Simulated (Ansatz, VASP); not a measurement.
# SnO: VASP beside Ansatz

```xyz
4
Lattice="3.8766 0.0000 0.0000 0.0000 3.8766 0.0000 0.0000 0.0000 4.9308" Properties=species:S:1:pos:R:3 pbc="T T T"
Sn    0.0000    1.9383    1.1760
Sn    1.9383    0.0000    3.7548
O     0.0000    0.0000    0.0000
O     1.9383    1.9383    0.0000
```

Change from the starting cell: volume scaled by 1.06, crystal datasets.

Alike in both runs: task electric field gradients; functional PBEsol; k mesh 8 × 8 × 6; occupations fermi-dirac, width 0.01 eV; no spin polarisation.

|  | VASP | Ansatz |
| --- | --- | --- |
| version | VASP 6.6.1 | Ansatz 0.2.0 |
| potentials or method | VASP PAW PBE potentials, release 64 (Sn_d, O), cutoff 520 eV | all-electron PAW with datasets made for the crystal, scalar-relativistic |

Ansatz gave:

```
pressure (GPa)                                                : -5.0
traceless stress, the component that is largest in VASP (GPa) : 0.47
rms of the force components (eV/Å)                            : 0.282
size of Vzz on the site where it differs most (V/Å²)          : 159.3
```

Task: What did VASP give for the same quantities?

Result: Pressure (GPa): -4.8; traceless stress, the component that is largest in VASP (GPa): 0.48; rms of the force components (eV/Å): 0.251; size of Vzz on the site where it differs most (V/Å²): 152.8.

VASP's potentials were made for PBE, not for PBEsol. Atom by atom the forces differ by 0.031 eV/Å (rms over components). Ansatz ran all-electron here, and VASP with PAW potentials.
